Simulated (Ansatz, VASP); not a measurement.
# LiH in VASP and in Ansatz

```
Li H
1.0
     2.56445    0.00000    0.00000
     0.00000    2.56445    0.00000
     0.00000    0.00000    2.56445
Li H
1 1
Direct
  0.00000 0.00000 0.00000
  0.50000 0.50000 0.50000
```

Change from the starting cell: hydrostatic strain +2.5%.

Alike in both runs: task single point; functional HSE06; k mesh 8 × 8 × 8; no spin polarisation.

```csv
,VASP,Ansatz
version,VASP 6.6.1,Ansatz 0.2.0
potentials or method,"VASP PAW PBE potentials, release 64 (Li_sv, H)","plane waves, PAW"
plane-wave cutoff (eV),520,420
occupations,"gaussian, width 0.01 eV",fixed
valence electrons in the cell,4,4
```

Ansatz gave:

| Item | Value |
| --- | --- |
| gap on the k mesh at the Fermi level (eV) | 1.42 |

Estimate VASP's values.

gap on the k mesh at the Fermi level (eV): 1.44.

Ansatz's warnings: stress exchange threshold loose, stress scf threshold loose.

Noted on VASP's run: the cutoff is short for stress, so the pressure is rough.
